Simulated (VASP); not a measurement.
The system is InAs (rocksalt type).

```
CELL_PARAMETERS angstrom
0.00000 2.87432 2.87432
2.87432 0.00000 2.87432
2.87432 2.87432 0.00000
ATOMIC_POSITIONS crystal
In 0.00000 0.00000 0.00000
As 0.50000 0.50000 0.50000
```

Base run:

| Property | Result |
| --- | --- |
| Program | VASP 6.6.1 |
| Functional | PBEsol |
| Potentials or basis | VASP PAW PBE potentials, release 64 (In_d, As) |
| Cutoff | 520 eV |
| k mesh | 10 × 10 × 10 |
| Occupations | fermi-dirac, width 0.05 eV |
| Spin | no spin polarisation |

Its results: band gap on the k mesh zero (bands 9 and 10 overlap by 2.59 eV); pressure -3.2 GPa.

The run is repeated on the same cell with these changes: functional from PBEsol to PBE. What comes out?

Band gap on the k mesh zero (bands 9 and 10 overlap by 2.57 eV); pressure 0.0 GPa.

PBE binds less tightly than PBEsol, so the same cell stands under more pressure.

Caveats: spin-orbit coupling is left out, which moves the levels of the heavy elements; the cell stands under tension (at least some runs); the PAW data sets were made with another functional, which shifts forces and pressure a little (at least some runs).
